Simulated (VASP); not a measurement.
Ir, 2 atoms in the cell. It takes space group P2_1/m (No. 11, monoclinic). The conventional cell has a = 2.597 Å, b = 4.462 Å, c = 2.757 Å, α = 90.00°, β = 114.26°, γ = 90.00°. Ir (site symmetry m) has 12 Ir at 2.60 to 2.91 Å within 3.4 Å.  This cell differs from its parent crystal: strain +0.1312 x Voigt [0, 0, 0, 0, 0, 1].

- Program: VASP 6.6.1
- Task: single point
- Functional: PBEsol
- Potentials or basis: VASP PAW PBE potentials, release 64 (Ir)
- Cutoff: 520 eV
- k mesh: 18 × 18 × 12
- Occupations: gaussian, width 0.15 eV
- Spin: no spin polarisation
- Dipole correction: no
- Further INCAR settings: ALGO = Fast; EDIFF = 1e-06; NBANDS = 16

Potentials or basis: VASP PAW PBE potentials, release 64 (Ir).

The run is started by

```console
$ cat potpaw_PBE.64/Ir/POTCAR > POTCAR
$ mpirun -np 1 vasp_std > vasp.out
```

Hardware: 1 thread of Intel(R) Xeon(R) Platinum 8488C (Sapphire Rapids) (shared host).

**Question.** How long does it take, and how much memory?

**Answer.** It took 6.2 min on 1 thread of Intel(R) Xeon(R) Platinum 8488C (Sapphire Rapids), with other jobs on the host, peak memory 0.54 GiB. Counts: scf iterations 18, k points 1148.
